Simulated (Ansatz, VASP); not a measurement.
Two plane-wave programs on SiB4W

File INCAR:

```
SYSTEM = SiB4W
  PREC = Accurate
  ENCUT = 520
  EDIFF = 1E-7
  ISMEAR = 0
  SIGMA = 0.1
  LREAL = .FALSE.
  LASPH = .TRUE.
  NELM = 100
  ALGO = Normal
  ISIF = 2
  LWAVE = .FALSE.
  LCHARG = .TRUE.
  GGA = PE
  LELF = .TRUE.
  LVHAR = .TRUE.
  NBANDS = 24
```

Contents of KPOINTS:

```
regular mesh
0
G
  6 6 4
  0 0 0
```

Contents of POSCAR:

```
SiB4W
1.0
    3.3266944400      0.0000000000      0.0000000000
    0.0000000000      3.3266944400      0.0000000000
    0.0000000000      0.0000000000      4.7874598400
Si B W
1 4 1
Direct
    0.5000000000      0.5000000000      0.5000000000
    0.5000000000      0.0000000000      0.7327468400
    0.0000000000      0.5000000000      0.2672531600
    0.5000000000      0.0000000000      0.2672531600
    0.0000000000      0.5000000000      0.7327468400
    0.0000000000      0.0000000000      0.0000000000
```

Input for Ansatz:

```yaml
crystal:
  lattice:
    - [3.32669444, 0.0, 0.0]
    - [0.0, 3.32669444, 0.0]
    - [0.0, 0.0, 4.78745984]
  atoms:
    - { symbol: Si, position: [0.5, 0.5, 0.5] }
    - { symbol: B, position: [0.5, 0.0, 0.73274684] }
    - { symbol: B, position: [0.0, 0.5, 0.26725316] }
    - { symbol: B, position: [0.5, 0.0, 0.26725316] }
    - { symbol: B, position: [0.0, 0.5, 0.73274684] }
    - { symbol: W, position: [0.0, 0.0, 0.0] }
basis:
  ecutwfc: 420
kpoints:
  mp_grid: { grid: [6, 6, 4] }
hamiltonian:
  xc: pbe
scf:
  occupations: { method: gaussian, width: 0.1 }
  lower_state_search: "off"
output:
  forces: true
  stress: true
  eigenvalues: true
```

Change from the starting cell: species swapped into the NaHoF4 type (P4/mmm, No. 123).

Alike in both runs: task single point; functional PBE; k mesh 6 × 6 × 4; occupations gaussian, width 0.1 eV; no spin polarisation.

|  | VASP | Ansatz |
| --- | --- | --- |
| version | VASP 6.6.1 | Ansatz 0.2.0 |
| potentials or method | VASP PAW PBE potentials, release 64 (Si, B, W_sv), cutoff 520 eV | scalar-relativistic, plane waves, PAW |
| valence electrons in the cell | 30 | 30 |

VASP gave:

```
gap on the k mesh at the Fermi level (eV) : none
rms of the force components (eV/Å)        : 1.380
```

Question: What did Ansatz give for the same quantities?

Answer: gap on the k mesh at the Fermi level (eV): none; rms of the force components (eV/Å): 1.367.

Atom by atom the forces differ by 0.012 eV/Å (rms over components). A gap of «none» marks a metal or a gap that the smearing closes.

Spin-orbit coupling is off throughout.
